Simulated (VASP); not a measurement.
Crystal: MgTe5.

```xyz
6
Lattice="6.5152 0.0000 0.0000 -3.2576 5.6423 0.0000 0.0000 0.0000 5.9738" Properties=species:S:1:pos:R:3 pbc="T T T"
Mg    0.0000    0.0000    0.0000
Te    2.0395    0.0000    2.9869
Te    2.2379    3.8761    2.9869
Te   -1.0197    1.7662    2.9869
Te    0.0000    3.7616    0.0000
Te    3.2576    1.8808    0.0000
```

* Program: VASP 6.6.1
* Task: relaxation of cell and atoms
* Functional: PBE
* Potentials or basis: VASP PAW PBE potentials, release 64 (Mg, Te)
* Cutoff: 600 eV
* k mesh: 3 × 3 × 4
* Occupations: gaussian, width 0.1 eV
* Spin: no spin polarisation

At the start: pressure -7.0 GPa; volume 36.60 Å³/atom.

Problem. Where does the relaxation end?

Solution. Over 32 steps the energy falls by 404.2 meV/atom and the volume is 30.58 Å³/atom (-16.5 %); space group P-62m (No. 189, to 0.05 Å).

Step by step:
```tsv
step	energy change (eV)	largest force (eV/Å)	pressure (GPa)	volume (Å³)
1	0.0000	0.4358	-7.03	219.60
2	-1.4716	0.0997	-1.11	172.42
3	-1.4885	0.0688	0.01	168.34
4	-1.4882	0.0617	0.28	167.40
5	-1.5274	0.1081	0.33	167.16
6	-1.6609	0.0056	0.80	166.13
7	-1.8696	0.3317	2.96	162.70
8	-1.8745	0.3429	4.48	161.10
9	-1.8319	0.3089	8.08	157.19
10	-1.8847	0.3177	6.63	158.80
11	-1.8624	0.3097	7.45	157.90
12	-1.8663	0.3081	7.45	157.96
13	-1.8772	0.3046	7.48	158.15
14	-1.8957	0.3086	7.52	158.51
15	-1.9163	0.3590	7.62	159.17
16	-1.8796	0.3961	8.03	160.26
17	-1.9072	0.4094	7.80	159.78
18	-1.9159	0.3877	7.69	159.49
19	-1.9443	0.3849	7.41	160.10
20	-2.0233	0.3762	6.58	161.95
21	-2.1560	0.3593	5.03	165.68
22	-2.3280	0.3254	2.37	173.32
23	-2.3624	0.2570	-1.50	189.27
24	-2.3926	0.2830	-0.19	182.96
25	-2.3927	0.2851	-0.08	182.47
26	-2.3947	0.2766	-0.07	182.47
27	-2.4002	0.2512	-0.06	182.47
28	-2.4095	0.2005	-0.03	182.47
29	-2.4215	0.0996	0.06	182.46
30	-2.4196	0.0854	0.34	182.44
31	-2.4248	0.0111	0.17	182.46
32	-2.4254	0.0080	-0.10	183.46
```

Final structure:
```yaml
crystal:
  lattice:
    - [7.14883, 0.00000, 0.00000]
    - [-3.57442, 6.19107, 0.00000]
    - [0.00000, 0.00000, 4.14514]
  atoms:
    - { symbol: Mg, position: [0.00000, 0.00000, 0.00000] }
    - { symbol: Te, position: [0.30999, 0.00000, 0.50000] }
    - { symbol: Te, position: [0.69001, 0.69001, 0.50000] }
    - { symbol: Te, position: [0.00000, 0.30999, 0.50000] }
    - { symbol: Te, position: [0.33333, 0.66667, 0.00000] }
    - { symbol: Te, position: [0.66667, 0.33333, 0.00000] }
```

Caveat: the k points lie up to 0.38 Å⁻¹ apart in the final cell; the volume moved by over 15 % at a fixed basis, so the end points are rough.
